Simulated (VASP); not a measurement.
Input of a VASP 6.6.1 run:

File POSCAR:

```
KCl
1.0
    3.7327170224      0.0000000000      0.0000000000
    0.0000000000      3.7327170224      0.0000000000
    0.0000000000      0.0000000000      3.7327170224
K Cl
1 1
Direct
    0.0000000000      0.0000000000      0.0000000000
    0.5000000000      0.5000000000      0.5000000000
```

INCAR.step1

```
PREC = Accurate
ENCUT = 520
ISMEAR = 0
SIGMA = 0.01
LREAL = F
LASPH = T
NELM = 100
NBANDS = 15
GGA = PE
ALGO = Normal
EDIFF = 1E-4
LWAVE = T
LCHARG = F
```

File INCAR.step2:

```
PREC = Accurate
ENCUT = 520
EDIFF = 1E-6
ISMEAR = 0
SIGMA = 0.01
LREAL = F
LASPH = T
NELM = 100
ALGO = Normal
ISIF = 2
LWAVE = F
LCHARG = F
METAGGA = R2SCAN
LMIXTAU = T
NBANDS = 15
ISTART = 1
```

KPOINTS

```
regular mesh
0
Gamma
  6 6 6
```

Potentials or basis: VASP PAW PBE potentials, release 64 (K_sv, Cl).

Command:

```sh
$ cat potpaw_PBE.64/K_sv/POTCAR potpaw_PBE.64/Cl/POTCAR > POTCAR
$ cp INCAR.step1 INCAR
$ mpirun -np 1 vasp_std > vasp.out
$ cp INCAR.step2 INCAR
$ mpirun -np 1 vasp_std > vasp.out
```

Predict the pressure.

0.7 GPa.

Estimate the band gap on the k mesh.

5.96 eV, indirect (least direct gap 6.18 eV).

Caveat: the PAW data sets were made with another functional, which shifts forces and pressure a little. A k mesh can miss the band edges.
